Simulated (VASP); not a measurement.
Write the native input for VASP 6.6.1 that does the following.

* Task: single point
* Functional: PBE
* Potentials or basis: VASP PAW PBE potentials, release 64 (Rb_sv, Na_pv)
* Cutoff: 520 eV
* k mesh: 4 × 4 × 4
* Occupations: gaussian, width 0.1 eV
* Spin: no spin polarisation
* Dipole correction: no
* Further INCAR settings: ALGO = Fast; EDIFF = 1e-06; NBANDS = 34

The structure of Rb2Na lies in POSCAR:

```
Rb2Na
1.0
    0.0000000000      6.1126896806      6.1126896806
    6.1126896806      0.0000000000      6.1126896806
    6.1126896806      6.1126896806      0.0000000000
Rb Na
4 2
Direct
    0.6250000000      0.6250000000      0.6250000000
    0.1250000000      0.6250000000      0.6250000000
    0.6250000000      0.6250000000      0.1250000000
    0.6250000000      0.1250000000      0.6250000000
    0.0000000000      0.0000000000      0.0000000000
    0.2500000000      0.2500000000      0.2500000000
```

These files were run (other wordings do the same):

INCAR

```
  PREC = Accurate
  ENCUT = 520
  EDIFF = 1E-6
  ISMEAR = 0
  SIGMA = 0.1
  LREAL = F
  LASPH = T
  NELM = 100
  ALGO = Fast
  ISIF = 2
  LWAVE = F
  LCHARG = F
  GGA = PE
  NBANDS = 34
```

KPOINTS

```
Automatic mesh
0
Gamma
  4 4 4
```

Potentials or basis: VASP PAW PBE potentials, release 64 (Rb_sv, Na_pv).

The run is started by

```console
$ cat potpaw_PBE.64/Rb_sv/POTCAR potpaw_PBE.64/Na_pv/POTCAR > POTCAR
$ mpirun -np 1 vasp_std > vasp.out
```

Results of the run:

```yaml
Pressure: 0.1 GPa
Band_gap_on_the_k_mesh: zero (bands 25 and 26 overlap by 1.46 eV)
```

It took 2.5 min on 1 thread of AMD EPYC 9R45 96-Core Processor (Zen 5), with other jobs on the host, peak memory 0.58 GiB.
